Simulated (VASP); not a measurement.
# GaSb (I-4m2) in VASP: single point with PBE

Aim: the single point of GaSb with PBE.

Everything below comes from runs of VASP 6.6.1. Logs are shortened: lines on timing, memory, paths and dates and some standing lists are left out, and cuts for length are marked.

## (1) The cell of the first run

It takes space group I-4m2 (No. 119, tetragonal). Conventional cell: a = 4.284 Å, b = 4.284 Å, c = 6.525 Å, α = 90.00°, β = 90.00°, γ = 90.00°. Ga (site symmetry -4m2) has 4 Sb at 2.69 Å within 3.6 Å. Sb (site symmetry -4m2) has 4 Ga at 2.69 Å within 3.6 Å.

## (2) Single point, PBE (strain -0.025 along x and y, +0.050 along z)

Input file INCAR:

```
PREC = Accurate
ENCUT = 520
EDIFF = 1E-7
ISMEAR = 0
SIGMA = 0.15
LREAL = False
LASPH = True
NELM = 80
ALGO = Normal
ISIF = 2
LWAVE = False
LCHARG = False
GGA = PE
NBANDS = 16
```

Input file KPOINTS:

```
Automatic mesh
0
Gamma
  16 16 16
```

Input file POSCAR:

```
GaSb
1.0
    0.0000000000      3.0292476159      3.2622666633
    3.0292476159      0.0000000000      3.2622666633
    3.0292476159      3.0292476159      0.0000000000
Ga Sb
1 1
Direct
    0.0000000000      0.0000000000      0.0000000000
    0.7500000000      0.7500000000      0.7500000000
```

Potentials or basis: VASP PAW PBE potentials, release 64 (Ga_d, Sb).

On the command line:

```
cat potpaw_PBE.64/Ga_d/POTCAR potpaw_PBE.64/Sb/POTCAR > POTCAR
mpirun -np 1 vasp_std > vasp.out
```

OUTCAR:

```text
PREC = Accurate
   ENCUT = 520
   EDIFF = 1E-7
   ISMEAR = 0
   LREAL = False
   LASPH = True
   NELM = 80
   ISIF = 2
   GGA = PE

 ion  position               nearest neighbor table
   1  0.000  0.000  0.000-   2 2.69   2 2.69   2 2.69   2 2.69
   2  0.750  0.750  0.750-   1 2.69   1 2.69   1 2.69   1 2.69

  LATTYP: Found a body centered tetragonal cell.
 ALAT       =     4.2840030622
 C/A-ratio  =     1.5229992210

  Lattice vectors:

 A1 = (  -3.0292476159,   0.0000000000,   3.2622666633)
 A2 = (   3.0292476159,   0.0000000000,   3.2622666633)
 A3 = (   0.0000000000,   3.0292476159,  -3.2622666633)

Analysis of symmetry for initial positions (statically):
=====================================================================
 Subroutine PRICEL returns:
 Original cell was already a primitive cell.

 Routine SETGRP: Setting up the symmetry group for a
 body centered tetragonal supercell.

 Subroutine GETGRP returns: Found  8 space group operations
 (whereof  8 operations were pure point group operations)
 out of a pool of 16 trial point group operations.

The static configuration has the point symmetry D_2d.

Analysis of symmetry for dynamics (positions and initial velocities):
=====================================================================
 Subroutine PRICEL returns:
 Original cell was already a primitive cell.

 Routine SETGRP: Setting up the symmetry group for a
 body centered tetragonal supercell.

 Subroutine GETGRP returns: Found  8 space group operations
 (whereof  8 operations were pure point group operations)
 out of a pool of 16 trial point group operations.

The dynamic configuration has the point symmetry D_2d.

 Subroutine INISYM returns: Found  8 space group operations
 (whereof  8 operations are pure point group operations),
 and found     1 'primitive' translations

----------------------------------------------------------------------------------------

                                     Primitive cell

  volume of cell :      59.8713

  direct lattice vectors                    reciprocal lattice vectors
     0.000000000  3.029247616  3.262266663    -0.165057487  0.165057487  0.153267667
     3.029247616  0.000000000  3.262266663     0.165057487 -0.165057487  0.153267667
     3.029247616  3.029247616  0.000000000     0.165057487  0.165057487 -0.153267667

  length of vectors
     4.451822649  4.451822649  4.284003062     0.279247070  0.279247070  0.279247070

  position of ions in fractional coordinates (direct lattice)
[... 80 lines left out ...]
   LREAL  =      F    real-space projection
   EDIFFG = 0.1E-05   stopping-criterion for IOM
   NSW    =      0    number of steps for IOM
   IBRION =     -1    ionic relax: 0-MD 1-quasi-New 2-CG
   NFREE  =      0    steps in history (QN), initial steepest desc. (CG)
   ISIF   =      2    stress and relaxation
   ISYM   =      2    0-nonsym 1-usesym 2-fastsym
   POTIM  = 0.5000    time-step for ionic-motion
   TEBEG  =    0.0;   TEEND  =   0.0 temperature during run
   PSTRESS=    0.0 pullay stress
   NELECT =      18.0000    total number of electrons
   NUPDOWN=      -1.0000    fix difference up-down
   EMIN   =  10.00;   EMAX   =-10.00  energy-range for DOS
   EFERMI =   0.00;   METHOD = LEGACY
   ISMEAR =     0;   SIGMA  =   0.15  broadening in eV -4-tet -1-fermi 0-gaus
   EFERMI_NEDOS =   21; number of points for ismear=-14 and -15
   IALGO  =     38    algorithm
   IMIX   =      4    mixing-type and parameters
     AMIX     =   0.40;   BMIX     =  1.00
     AMIX_MAG =   1.60;   BMIX_MAG =  1.00
  volume/ion in A,a.u.               =      29.94       202.02
  Fermi-wavevector in a.u.,A,eV,Ry     =   1.096712  2.072485 16.364783  1.202778
  Thomas-Fermi vector in A             =   2.233059
   LORBIT       =      0    0 simple, 1 ext, 2 COOP (PROOUT), +10 PAW based schemes
   GGA     = PE    functional components
   LHFCALC =     F    Hartree Fock is set to
   AEXX    =    0.0000 exact exchange contribution
   IVDW    =     0    specifies the selected vdW correction
   LEPSILON=     F    determine dielectric tensor
   LRPA    =     F    only Hartree local field effects (RPA)
 non-spin polarized calculation
 Gauss-broadening in eV      SIGMA  =   0.15
  energy-cutoff  :      520.00
  volume of cell :       59.87
 maximum number of plane-waves:      1636
 NGX is ok and might be reduce to    36
   NGX = 17   NGY = 17   NGZ = 15

 number of electron      17.9999998 magnetization

 Free energy of the ion-electron system (eV)
  ---------------------------------------------------
  ext. energy  EPLUGINS =         0.00000000
  ---------------------------------------------------
  free energy    TOTEN  =        -7.34276393 eV

  energy without entropy =       -7.34224206  energy(sigma->0) =       -7.34250299

 E-fermi :   4.6040     XC(G=0):  -8.9017

 val. band max:        4.5726366678   @ k =   0.0000   0.0000   0.0000
 cond. band min:       4.6687493374   @ k =   0.5000   0.0000   0.0000
 fundamental gap:      0.0961126697
 Fermi energy:         4.6039909265

 k-point     1 :       0.0000    0.0000    0.0000
  band No.  band energies     occupation
      1     -10.5356      2.00000
      2     -10.5251      2.00000
      3     -10.5251      2.00000
      4     -10.4909      2.00000
      5     -10.4818      2.00000
      6      -6.7422      2.00000
[... 433 lines left out ...]
      3     -10.5243      2.00000
      4     -10.4913      2.00000
      5     -10.4816      2.00000
      6      -6.6369      2.00000
[... 8 lines left out ...]
     15      12.2790      0.00000
     16      12.5373      0.00000

 [... further k-points ...]

------------------------ aborting loop because EDIFF is reached ----------------------------------------

  FORCE on cell =-STRESS in cart. coord.  units (eV):
  Direction    XX          YY          ZZ          XY          YZ          ZX
  --------------------------------------------------------------------------------------
  -------------------------------------------------------------------------------------
  Total        0.4803803      0.4803803     -0.8154255      0.0000000      0.0000000      0.0000000
  in kB       12.8551386     12.8551386    -21.8210620      0.0000000      0.0000000      0.0000000
  external PRESSURE =       1.2964051 kB  Pullay stress =       0.0000000 kB

 VOLUME and BASIS-vectors are now :
 -----------------------------------------------------------------------------
  energy-cutoff  :      520.00
  volume of cell :       59.87
      direct lattice vectors                 reciprocal lattice vectors
     0.000000000  3.029247616  3.262266663    -0.165057487  0.165057487  0.153267667
     3.029247616  0.000000000  3.262266663     0.165057487 -0.165057487  0.153267667
     3.029247616  3.029247616  0.000000000     0.165057487  0.165057487 -0.153267667

 POSITION                                       TOTAL-FORCE (eV/Angst)
 -----------------------------------------------------------------------------------
      0.00000      0.00000      0.00000        -0.000000     -0.000000     -0.000000
      4.54387      4.54387      4.89340         0.000000      0.000000      0.000000
 -----------------------------------------------------------------------------------
    total drift:                               -0.000004     -0.000004      0.000001

  FREE ENERGIE OF THE ION-ELECTRON SYSTEM (eV)
  ---------------------------------------------------
  free  energy   TOTEN  =        -7.3427639291 eV

  energy  without entropy=       -7.3422420569  energy(sigma->0) =       -7.34250299
```

OSZICAR:

```text
N       E                     dE             d eps       ncg     rms          rms(c)
DAV:   1     0.826632241450E+02    0.82663E+02   -0.85551E+03 11320   0.136E+03
DAV:   2    -0.892194107465E+00   -0.83555E+02   -0.80499E+02 13184   0.298E+02
DAV:   3    -0.727422235253E+01   -0.63820E+01   -0.63669E+01 13328   0.651E+01
DAV:   4    -0.738859815479E+01   -0.11438E+00   -0.11436E+00 14304   0.985E+00
DAV:   5    -0.739124762096E+01   -0.26495E-02   -0.26494E-02 14272   0.131E+00    0.299E+00
DAV:   6    -0.735217118256E+01    0.39076E-01   -0.62227E-02 15920   0.377E+00    0.177E+00
DAV:   7    -0.734134869287E+01    0.10822E-01   -0.33818E-02 13144   0.148E+00    0.345E-01
DAV:   8    -0.734224780473E+01   -0.89911E-03   -0.42179E-03 14928   0.720E-01    0.731E-02
DAV:   9    -0.734269955938E+01   -0.45175E-03   -0.61342E-04 13504   0.198E-01    0.301E-02
DAV:  10    -0.734274854499E+01   -0.48986E-04   -0.51414E-05 14392   0.416E-02    0.884E-03
DAV:  11    -0.734276310099E+01   -0.14556E-04   -0.21200E-05 13424   0.314E-02    0.563E-03
DAV:  12    -0.734276410284E+01   -0.10019E-05   -0.16759E-06 14624   0.803E-03    0.132E-03
DAV:  13    -0.734276388780E+01    0.21505E-06   -0.65223E-08 10456   0.274E-03    0.148E-04
DAV:  14    -0.734276392913E+01   -0.41335E-07   -0.16521E-08 10288   0.122E-03
   1 F= -.73427639E+01 E0= -.73425030E+01  d E =-.521872E-03
```

stdout:

```text
POSCAR found type information on POSCAR GaSb
 POSCAR found :  2 types and       2 ions
 scaLAPACK will be used
 LDA part: xc-table for (Slater+PW92), standard interpolation
 POSCAR, INCAR and KPOINTS ok, starting setup
 FFT: planning ... GRIDC
 FFT: planning ... GRID_SOFT
 FFT: planning ... GRID
 WAVECAR not read
 entering main loop
```

It took 3.4 min on 1 thread of Intel Xeon Platinum 8488C (Sapphire Rapids), shared host; peak memory 0.47 GiB.

Results:

```yaml
Free_energy: -7.3428 eV
Pressure: 0.1 GPa
Band_gap_on_the_k_mesh: zero (filled and empty bands touch)
```

Stress tensor (GPa, compression positive):
```
 1.29  0.00  0.00
 0.00  1.29  0.00
 0.00  0.00 -2.18
```

Caveat: the cell differs from its parent crystal (strain -0.025 along x and y, +0.050 along z); semilocal functionals underestimate gaps, and a narrow one can read as zero; spin-orbit coupling is left out, which moves the levels of the heavy elements.

The gap in the log of VASP goes by the Fermi energy; the results here count the filled bands.